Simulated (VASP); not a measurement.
HfN, 2 atoms in the cell. The structure is cubic, space group Fm-3m (No. 225). Conventional cell: a = 4.468 Å, b = 4.468 Å, c = 4.468 Å, α = 90.00°, β = 90.00°, γ = 90.00°. Hf (site symmetry m-3m) has 6 N at 2.23 Å within 3.0 Å. N (site symmetry m-3m) has 6 Hf at 2.23 Å within 3.0 Å. 

- Program: VASP 6.6.1
- Task: single point
- Functional: LDA
- Potentials or basis: VASP PAW LDA potentials, release 64 (Hf_pv, N)
- Cutoff: 520 eV
- k mesh: 10 × 10 × 10
- Occupations: fermi-dirac, width 0.1 eV
- Spin: no spin polarisation
- Dipole correction: no
- Further INCAR settings: ALGO = Normal; EDIFF = 1e-06; NBANDS = 14

Potentials or basis: VASP PAW LDA potentials, release 64 (Hf_pv, N).

Command:

```sh
$ cat potpaw_LDA.64/Hf_pv/POTCAR potpaw_LDA.64/N/POTCAR > POTCAR
$ mpirun -np 1 vasp_std > vasp.out
```

Hardware: 1 thread of AMD EPYC 9R45 96-Core Processor (Zen 5) (shared host).

Question: How long does it take, and how much memory?

Answer: It took 7.1 s on 1 thread of AMD EPYC 9R45 96-Core Processor (Zen 5), on a shared host, peak memory 0.11 GiB. Counts: scf iterations 12, k points 47.
